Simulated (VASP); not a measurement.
# SrLi2SnSe4 (I-42m) in VASP: notebook

SrLi2SnSe4 is run at these levels: r2SCAN; tasks: single point.

All numbers are computed with VASP 6.6.1; they aren't measurements. Logs are shortened: lines on timing, memory, paths and dates and some standing lists are left out, and cuts for length are marked.

### Step 1. The cell of the first run

The structure is tetragonal, space group I-42m (No. 121). The conventional cell has a = 7.038 Å, b = 7.038 Å, c = 8.305 Å, α = 90.00°, β = 90.00°, γ = 90.00°. Within 3.3 Å of Sn (site symmetry -42m) lie 4 Se at 2.53 Å. Within 4.3 Å of Sr (site symmetry -42m) lie 8 Se at 3.24 to 3.41 Å and 8 Li at 4.09 Å and 2 Sn at 4.15 Å. Within 3.4 Å of Li (site symmetry -4) lie 4 Se at 2.60 Å. Se (site symmetry m) has 1 Sn at 2.53 Å and 2 Li at 2.60 Å and 1 Sr at 3.24 Å within 3.3 Å.

### Step 2. Single point, r2SCAN

POSCAR

```
SrLi2SnSe4
1.0
   -3.5188779073      3.5188779073      4.1523045117
    3.5188779073     -3.5188779073      4.1523045117
    3.5188779073      3.5188779073     -4.1523045117
Sn Sr Li Se
1 1 2 4
Direct
    0.0000000000      0.0000000000      0.0000000000
    0.5000000000      0.5000000000      0.0000000000
    0.2500000000      0.7500000000      0.5000000000
    0.7500000000      0.2500000000      0.5000000000
    0.0341255080      0.0341255080      0.4165582391
    0.9658744920      0.3824327311      0.0000000000
    0.6175672689      0.6175672689      0.5834417609
    0.3824327311      0.9658744920      0.0000000000
```

INCAR.step1

```
SYSTEM = SrLi2SnSe4
ALGO = Normal
EDIFF = 1E-4
ENCUT = 520
GGA = PE
ISMEAR = 1
LASPH = .True.
LCHARG = .False.
LREAL = .False.
LWAVE = .True.
NBANDS = 37
NELM = 80
PREC = Accurate
SIGMA = 0.0134
```

INCAR.step2

```
SYSTEM = SrLi2SnSe4
ALGO = Normal
EDIFF = 1E-6
ENCUT = 520
ISIF = 2
ISMEAR = 1
ISTART = 1
LASPH = .True.
LCHARG = .False.
LMIXTAU = .True.
LREAL = .False.
LWAVE = .False.
METAGGA = R2SCAN
NBANDS = 37
NELM = 80
PREC = Accurate
SIGMA = 0.0134
```

KPOINTS

```
k-points
0
Gamma
  4 4 4
  0 0 0
```

Potentials or basis: VASP PAW PBE potentials, release 64 (Sn_d, Sr_sv, Li_sv, Se).

On the command line:

```
cat potpaw_PBE.64/Sn_d/POTCAR potpaw_PBE.64/Sr_sv/POTCAR potpaw_PBE.64/Li_sv/POTCAR potpaw_PBE.64/Se/POTCAR > POTCAR
cp INCAR.step1 INCAR
mpirun -np 1 vasp_std > vasp.out
cp INCAR.step2 INCAR
mpirun -np 1 vasp_std > vasp.out
```

OUTCAR:

```text
SYSTEM = SrLi2SnSe4
   EDIFF = 1E-6
   ENCUT = 520
   ISIF = 2
   ISMEAR = 1
   ISTART = 1
   LASPH = .True.
   LREAL = .False.
   METAGGA = R2SCAN
   NELM = 80
   PREC = Accurate

 ion  position               nearest neighbor table
   1  0.000  0.000  0.000-   5 2.53   7 2.53   6 2.53   8 2.53   2 4.15   2 4.15
   2  0.500  0.500  0.000-   6 3.24   8 3.24   5 3.24   7 3.24   7 3.41   8 3.41   6 3.41   5 3.41
                             1 4.15   1 4.15
   3  0.250  0.750  0.500-   7 2.60   8 2.60   6 2.60   5 2.60
   4  0.750  0.250  0.500-   7 2.60   6 2.60   8 2.60   5 2.60
   5  0.034  0.034  0.417-   1 2.53   3 2.60   4 2.60   2 3.24   2 3.41
   6  0.966  0.382  0.000-   1 2.53   3 2.60   4 2.60   2 3.24   2 3.41
   7  0.618  0.618  0.583-   1 2.53   3 2.60   4 2.60   2 3.24   2 3.41
   8  0.382  0.966  0.000-   1 2.53   4 2.60   3 2.60   2 3.24   2 3.41

  LATTYP: Found a body centered tetragonal cell.
 ALAT       =     7.0377558146
 C/A-ratio  =     1.1800081222

  Lattice vectors:

 A1 = (  -3.5188779073,   3.5188779073,   4.1523045117)
 A2 = (   3.5188779073,  -3.5188779073,   4.1523045117)
 A3 = (   3.5188779073,   3.5188779073,  -4.1523045117)

Analysis of symmetry for initial positions (statically):
=====================================================================
 Subroutine PRICEL returns:
 Original cell was already a primitive cell.

 Routine SETGRP: Setting up the symmetry group for a
 body centered tetragonal supercell.

 Subroutine GETGRP returns: Found  8 space group operations
 (whereof  8 operations were pure point group operations)
 out of a pool of 16 trial point group operations.

The static configuration has the point symmetry D_2d.

Analysis of symmetry for dynamics (positions and initial velocities):
=====================================================================
 Subroutine PRICEL returns:
 Original cell was already a primitive cell.

 Routine SETGRP: Setting up the symmetry group for a
 body centered tetragonal supercell.

 Subroutine GETGRP returns: Found  8 space group operations
 (whereof  8 operations were pure point group operations)
 out of a pool of 16 trial point group operations.

The dynamic configuration has the point symmetry D_2d.

 Subroutine INISYM returns: Found  8 space group operations
 (whereof  8 operations are pure point group operations),
 and found     1 'primitive' translations

[... 100 lines left out ...]
   ISIF   =      2    stress and relaxation
   ISYM   =      2    0-nonsym 1-usesym 2-fastsym
   POTIM  = 0.5000    time-step for ionic-motion
   TEBEG  =    0.0;   TEEND  =   0.0 temperature during run
   PSTRESS=    0.0 pullay stress
   NELECT =      54.0000    total number of electrons
   NUPDOWN=      -1.0000    fix difference up-down
   EMIN   =  10.00;   EMAX   =-10.00  energy-range for DOS
   EFERMI =   0.00;   METHOD = LEGACY
   ISMEAR =     1;   SIGMA  =   0.01  broadening in eV -4-tet -1-fermi 0-gaus
   EFERMI_NEDOS =   21; number of points for ismear=-14 and -15
   IALGO  =     38    algorithm
   IMIX   =      4    mixing-type and parameters
     AMIX     =   0.40;   BMIX     =  1.00
     AMIX_MAG =   1.60;   BMIX_MAG =  1.00
  volume/ion in A,a.u.               =      25.71       173.49
  Fermi-wavevector in a.u.,A,eV,Ry     =   1.048303  1.981006 14.951979  1.098939
  Thomas-Fermi vector in A             =   2.183219
   LORBIT       =      0    0 simple, 1 ext, 2 COOP (PROOUT), +10 PAW based schemes
   METAGGA = R2SCAN    functional components
   LHFCALC =     F    Hartree Fock is set to
   AEXX    =    0.0000 exact exchange contribution
   IVDW    =     0    specifies the selected vdW correction
   LEPSILON=     F    determine dielectric tensor
   LRPA    =     F    only Hartree local field effects (RPA)
 non-spin polarized calculation
 Methfessel and Paxton  Order N= 1 SIGMA  =   0.01
  energy-cutoff  :      520.00
  volume of cell :      205.66
 maximum number of plane-waves:      5604
   NGX = 25   NGY = 25   NGZ = 25

 number of electron      53.9999987 magnetization

 Free energy of the ion-electron system (eV)
  ---------------------------------------------------
  ext. energy  EPLUGINS =         0.00000000
  ---------------------------------------------------
  free energy    TOTEN  =      -112.51833662 eV

  energy without entropy =     -112.51833662  energy(sigma->0) =     -112.51833662

 E-fermi :   2.1748     XC(G=0):  -9.0373

 val. band max:        2.0550302898   @ k =   0.5000   0.5000   0.5000
 cond. band min:       4.1477454829   @ k =   0.5000   0.5000   0.5000
 fundamental gap:      2.0927151931
 Fermi energy:         2.1748407890

 k-point     1 :       0.0000    0.0000    0.0000
  band No.  band energies     occupation
      1     -44.5969      2.00000
      2     -44.5969      2.00000
      3     -33.9906      2.00000
      4     -19.8480      2.00000
      5     -19.8480      2.00000
      6     -19.8370      2.00000
[... 509 lines left out ...]
     36       8.5769      0.00000
     37       9.0866      0.00000

------------------------ aborting loop because EDIFF is reached ----------------------------------------

  FORCE on cell =-STRESS in cart. coord.  units (eV):
  Direction    XX          YY          ZZ          XY          YZ          ZX
  --------------------------------------------------------------------------------------
  -------------------------------------------------------------------------------------
  Total       -0.0202959     -0.0202959      0.0597668      0.0000000      0.0000000      0.0000000
  in kB       -0.1581109     -0.1581109      0.4655999      0.0000000      0.0000000      0.0000000
  external PRESSURE =       0.0497927 kB  Pullay stress =       0.0000000 kB

 VOLUME and BASIS-vectors are now :
 -----------------------------------------------------------------------------
  energy-cutoff  :      520.00
  volume of cell :      205.66
      direct lattice vectors                 reciprocal lattice vectors
    -3.518877907  3.518877907  4.152304512     0.000000000  0.142090750  0.120415061
     3.518877907 -3.518877907  4.152304512     0.142090750  0.000000000  0.120415061
     3.518877907  3.518877907 -4.152304512     0.142090750  0.142090750  0.000000000

 POSITION                                       TOTAL-FORCE (eV/Angst)
 -----------------------------------------------------------------------------------
      0.00000      0.00000      0.00000         0.000000     -0.000000      0.000000
      0.00000      0.00000      4.15230         0.000000     -0.000000      0.000000
      3.51888      0.00000      2.07615         0.000000     -0.000000     -0.000000
      0.00000      3.51888      2.07615         0.000000     -0.000000     -0.000000
      1.46582      1.46582     -1.44628         0.002269      0.002269     -0.007336
     -2.05306      2.05306      5.59858         0.002269     -0.002269      0.007336
      2.05306      2.05306      2.70603        -0.002269     -0.002269     -0.007336
      2.05306     -2.05306      5.59858        -0.002269      0.002269      0.007336
 -----------------------------------------------------------------------------------
    total drift:                               -0.000115     -0.000115     -0.000094

  FREE ENERGIE OF THE ION-ELECTRON SYSTEM (eV)
  ---------------------------------------------------
  free  energy   TOTEN  =      -112.5183366177 eV

  energy  without entropy=     -112.5183366177  energy(sigma->0) =     -112.51833662
```

OUTCAR.step1:

```text
SYSTEM = SrLi2SnSe4
   EDIFF = 1E-4
   ENCUT = 520
   GGA = PE
   ISMEAR = 1
[... 752 lines left out ...]
      1.46582      1.46582     -1.44628         0.145847      0.145847     -0.171769
     -2.05306      2.05306      5.59858         0.145847     -0.145847      0.171769
      2.05306      2.05306      2.70603        -0.145847     -0.145847     -0.171769
      2.05306     -2.05306      5.59858        -0.145847      0.145847      0.171769
 -----------------------------------------------------------------------------------
    total drift:                               -0.000000     -0.000000      0.000000

  FREE ENERGIE OF THE ION-ELECTRON SYSTEM (eV)
  ---------------------------------------------------
  free  energy   TOTEN  =       -32.4688028068 eV

  energy  without entropy=      -32.4688028068  energy(sigma->0) =      -32.46880281
```

OSZICAR.step1:

```text
N       E                     dE             d eps       ncg     rms          rms(c)
DAV:   1     0.454026618229E+03    0.45403E+03   -0.23362E+04   962   0.146E+03
DAV:   2     0.329329964941E+02   -0.42109E+03   -0.40167E+03  1074   0.371E+02
DAV:   3    -0.270449648854E+02   -0.59978E+02   -0.59277E+02  1235   0.130E+02
DAV:   4    -0.330253273541E+02   -0.59804E+01   -0.59497E+01  1692   0.346E+01
DAV:   5    -0.335218012146E+02   -0.49647E+00   -0.49599E+00  1476   0.736E+00    0.134E+01
DAV:   6    -0.325248183885E+02    0.99698E+00   -0.20059E+00  1500   0.953E+00    0.831E+00
DAV:   7    -0.324599600875E+02    0.64858E-01   -0.85597E-01  1271   0.391E+00    0.259E+00
DAV:   8    -0.324652685974E+02   -0.53085E-02   -0.11711E-01  1375   0.215E+00    0.508E-01
DAV:   9    -0.324674509904E+02   -0.21824E-02   -0.91121E-03  1324   0.660E-01    0.205E-01
DAV:  10    -0.324685800250E+02   -0.11290E-02   -0.16172E-03  1188   0.177E-01    0.693E-02
DAV:  11    -0.324687564952E+02   -0.17647E-03   -0.22436E-04  1036   0.850E-02    0.199E-02
DAV:  12    -0.324688028068E+02   -0.46312E-04   -0.52477E-05   796   0.374E-02
   1 F= -.32468803E+02 E0= -.32468803E+02  d E =0.514936E-34
```

It took 9.3 min on 1 thread of AMD EPYC 9755, shared host; peak memory 0.4 GiB.

What came out:

```yaml
Free_energy: -112.5183 eV
Largest_force: 0.008 eV/Å
Band_gap_on_the_k_mesh: 2.09 eV, direct
```

Forces on the atoms (eV/Å):
```
Sn   0.000  0.000  0.000
Sr   0.000  0.000  0.000
Li   0.000  0.000  0.000
Li   0.000  0.000  0.000
Se   0.002  0.002 -0.007
Se   0.002 -0.002  0.007
Se  -0.002 -0.002 -0.007
Se  -0.002  0.002  0.007
```

Caveat: the cutoff is under 1.25 times the usual one of these potentials, so pressure, stress and relaxed cells hold a basis-set (Pulay) error; the PAW data sets were made with another functional, which shifts forces and pressure a little; spin-orbit coupling is left out, which moves the levels of the heavy elements. A k mesh can miss the band edges.

### Step 3. Single point, r2SCAN

POSCAR

```
SrLi2SnSe4
1.0
   -3.5188764913      3.5188764913      4.1523158169
    3.5188764913     -3.5188764913      4.1523158169
    3.5188764913      3.5188764913     -4.1523158169
Sn Sr Li Se
1 1 2 4
Direct
    0.0000000000      0.0000000000      0.0000000000
    0.5000000000      0.5000000000      0.0000000000
    0.2500000000      0.7500000000      0.5000000000
    0.7500000000      0.2500000000      0.5000000000
    0.0341279531      0.0341279531      0.4165595374
    0.9658720469      0.3824315843      0.0000000000
    0.6175684157      0.6175684157      0.5834404626
    0.3824315843      0.9658720469      0.0000000000
```

INCAR.step1

```
PREC = Accurate ; ENCUT = 520
ISMEAR = 1 ; SIGMA = 0.0134
LREAL = F ; LASPH = T
NELM = 60 ; NBANDS = 37
GGA = PE ; ALGO = Normal
EDIFF = 1E-4 ; LWAVE = T
LCHARG = F
```

INCAR.step2

```
PREC = Accurate ; ENCUT = 520
EDIFF = 1E-6 ; ISMEAR = 1
SIGMA = 0.0134 ; LREAL = F
LASPH = T ; NELM = 60
ALGO = Normal ; ISIF = 2
LWAVE = F ; LCHARG = F
METAGGA = R2SCAN ; LMIXTAU = T
NBANDS = 37 ; ISTART = 1
```

KPOINTS

```
Automatic mesh
0
Gamma
  4 4 4
```

Potentials or basis: VASP PAW PBE potentials, release 64 (Sn_d, Sr_sv, Li_sv, Se).

On the command line:

```
cat potpaw_PBE.64/Sn_d/POTCAR potpaw_PBE.64/Sr_sv/POTCAR potpaw_PBE.64/Li_sv/POTCAR potpaw_PBE.64/Se/POTCAR > POTCAR
cp INCAR.step1 INCAR
mpirun -np 1 vasp_std > vasp.out
cp INCAR.step2 INCAR
mpirun -np 1 vasp_std > vasp.out
```

OUTCAR:

```text
PREC = Accurate
   ENCUT = 520
   EDIFF = 1E-6
   ISMEAR = 1
   LREAL = F
   LASPH = T
   NELM = 60
   ISIF = 2
   METAGGA = R2SCAN
   ISTART = 1

 ion  position               nearest neighbor table
   1  0.000  0.000  0.000-   5 2.53   6 2.53   7 2.53   8 2.53   2 4.15   2 4.15
   2  0.500  0.500  0.000-   7 3.24   5 3.24   8 3.24   6 3.24   5 3.41   7 3.41   8 3.41   6 3.41
                             1 4.15   1 4.15
   3  0.250  0.750  0.500-   8 2.60   7 2.60   5 2.60   6 2.60
   4  0.750  0.250  0.500-   6 2.60   5 2.60   7 2.60   8 2.60
   5  0.034  0.034  0.417-   1 2.53   3 2.60   4 2.60   2 3.24   2 3.41
   6  0.966  0.382  0.000-   1 2.53   4 2.60   3 2.60   2 3.24   2 3.41
   7  0.618  0.618  0.583-   1 2.53   3 2.60   4 2.60   2 3.24   2 3.41
   8  0.382  0.966  0.000-   1 2.53   3 2.60   4 2.60   2 3.24   2 3.41

  LATTYP: Found a body centered tetragonal cell.
 ALAT       =     7.0377529826
 C/A-ratio  =     1.1800118098

  Lattice vectors:

 A1 = (  -3.5188764913,   3.5188764913,   4.1523158169)
 A2 = (   3.5188764913,  -3.5188764913,   4.1523158169)
 A3 = (   3.5188764913,   3.5188764913,  -4.1523158169)

Analysis of symmetry for initial positions (statically):
=====================================================================
 Subroutine PRICEL returns:
 Original cell was already a primitive cell.

 Routine SETGRP: Setting up the symmetry group for a
 body centered tetragonal supercell.

 Subroutine GETGRP returns: Found  8 space group operations
 (whereof  8 operations were pure point group operations)
 out of a pool of 16 trial point group operations.

The static configuration has the point symmetry D_2d.

Analysis of symmetry for dynamics (positions and initial velocities):
=====================================================================
 Subroutine PRICEL returns:
 Original cell was already a primitive cell.

 Routine SETGRP: Setting up the symmetry group for a
 body centered tetragonal supercell.
[... 129 lines left out ...]
   LORBIT       =      0    0 simple, 1 ext, 2 COOP (PROOUT), +10 PAW based schemes
   METAGGA = R2SCAN    functional components
   LHFCALC =     F    Hartree Fock is set to
   AEXX    =    0.0000 exact exchange contribution
   IVDW    =     0    specifies the selected vdW correction
   LEPSILON=     F    determine dielectric tensor
   LRPA    =     F    only Hartree local field effects (RPA)
 non-spin polarized calculation
 Methfessel and Paxton  Order N= 1 SIGMA  =   0.01
  energy-cutoff  :      520.00
  volume of cell :      205.66
 maximum number of plane-waves:      5604
   NGX = 25   NGY = 25   NGZ = 25

 number of electron      53.9999987 magnetization

 Free energy of the ion-electron system (eV)
  ---------------------------------------------------
  ext. energy  EPLUGINS =         0.00000000
  ---------------------------------------------------
  free energy    TOTEN  =      -112.51833642 eV

  energy without entropy =     -112.51833642  energy(sigma->0) =     -112.51833642

 E-fermi :   2.1748     XC(G=0):  -9.0373

 val. band max:        2.0550016969   @ k =   0.5000   0.5000   0.5000
 cond. band min:       4.1477435149   @ k =   0.5000   0.5000   0.5000
 fundamental gap:      2.0927418180
 Fermi energy:         2.1748366571

 k-point     1 :       0.0000    0.0000    0.0000
  band No.  band energies     occupation
      1     -44.5969      2.00000
      2     -44.5969      2.00000
      3     -33.9906      2.00000
      4     -19.8480      2.00000
      5     -19.8480      2.00000
      6     -19.8370      2.00000
[... 509 lines left out ...]
     36       8.5768      0.00000
     37       9.0866      0.00000

------------------------ aborting loop because EDIFF is reached ----------------------------------------

  FORCE on cell =-STRESS in cart. coord.  units (eV):
  Direction    XX          YY          ZZ          XY          YZ          ZX
  --------------------------------------------------------------------------------------
  -------------------------------------------------------------------------------------
  Total       -0.0203806     -0.0203806      0.0598434      0.0000000      0.0000000      0.0000000
  in kB       -0.1587704     -0.1587704      0.4661957      0.0000000      0.0000000      0.0000000
  external PRESSURE =       0.0495516 kB  Pullay stress =       0.0000000 kB

 VOLUME and BASIS-vectors are now :
 -----------------------------------------------------------------------------
  energy-cutoff  :      520.00
  volume of cell :      205.66
      direct lattice vectors                 reciprocal lattice vectors
    -3.518876491  3.518876491  4.152315817     0.000000000  0.142090807  0.120414733
     3.518876491 -3.518876491  4.152315817     0.142090807  0.000000000  0.120414733
     3.518876491  3.518876491 -4.152315817     0.142090807  0.142090807  0.000000000

 POSITION                                       TOTAL-FORCE (eV/Angst)
 -----------------------------------------------------------------------------------
      0.00000      0.00000      0.00000         0.000000     -0.000000      0.000000
      0.00000      0.00000      4.15232         0.000000     -0.000000      0.000000
      3.51888      0.00000      2.07616         0.000000     -0.000000      0.000000
      0.00000      3.51888      2.07616         0.000000     -0.000000      0.000000
      1.46582      1.46582     -1.44627         0.002266      0.002266     -0.007380
     -2.05305      2.05305      5.59858         0.002266     -0.002266      0.007380
      2.05305      2.05305      2.70605        -0.002266     -0.002266     -0.007380
      2.05305     -2.05305      5.59858        -0.002266      0.002266      0.007380
 -----------------------------------------------------------------------------------
    total drift:                               -0.000115     -0.000115     -0.000094

  FREE ENERGIE OF THE ION-ELECTRON SYSTEM (eV)
  ---------------------------------------------------
  free  energy   TOTEN  =      -112.5183364170 eV

  energy  without entropy=     -112.5183364170  energy(sigma->0) =     -112.51833642
```

OSZICAR.step1:

```text
N       E                     dE             d eps       ncg     rms          rms(c)
DAV:   1     0.454026147626E+03    0.45403E+03   -0.23362E+04   962   0.146E+03
DAV:   2     0.329329122044E+02   -0.42109E+03   -0.40167E+03  1074   0.371E+02
DAV:   3    -0.270449703393E+02   -0.59978E+02   -0.59277E+02  1235   0.130E+02
DAV:   4    -0.330253234142E+02   -0.59804E+01   -0.59497E+01  1692   0.346E+01
DAV:   5    -0.335217974551E+02   -0.49647E+00   -0.49599E+00  1476   0.736E+00    0.134E+01
DAV:   6    -0.325248160779E+02    0.99698E+00   -0.20059E+00  1500   0.953E+00    0.831E+00
DAV:   7    -0.324599581110E+02    0.64858E-01   -0.85597E-01  1271   0.391E+00    0.259E+00
DAV:   8    -0.324652666223E+02   -0.53085E-02   -0.11711E-01  1375   0.215E+00    0.508E-01
DAV:   9    -0.324674489717E+02   -0.21823E-02   -0.91122E-03  1324   0.660E-01    0.205E-01
DAV:  10    -0.324685779852E+02   -0.11290E-02   -0.16172E-03  1188   0.177E-01    0.693E-02
DAV:  11    -0.324687544517E+02   -0.17647E-03   -0.22436E-04  1036   0.850E-02    0.199E-02
DAV:  12    -0.324688007636E+02   -0.46312E-04   -0.52477E-05   796   0.374E-02
   1 F= -.32468801E+02 E0= -.32468801E+02  d E =0.500375E-34
```

It took 9.6 min on 1 thread of AMD EPYC 9755, shared host; peak memory 0.4 GiB.

What came out:

| Quantity | Value |
| --- | --- |
| Free energy | -112.5183 eV |
| Largest force | 0.008 eV/Å |
| Band gap on the k mesh | 2.09 eV, direct |

Forces on the atoms (eV/Å):
```
Sn   0.000  0.000  0.000
Sr   0.000  0.000  0.000
Li   0.000  0.000  0.000
Li   0.000  0.000  0.000
Se   0.002  0.002 -0.007
Se   0.002 -0.002  0.007
Se  -0.002 -0.002 -0.007
Se  -0.002  0.002  0.007
```

Caveat: the cutoff is under 1.25 times the usual one of these potentials, so pressure, stress and relaxed cells hold a basis-set (Pulay) error; the PAW data sets were made with another functional, which shifts forces and pressure a little; spin-orbit coupling is left out, which moves the levels of the heavy elements. A k mesh can miss the band edges.
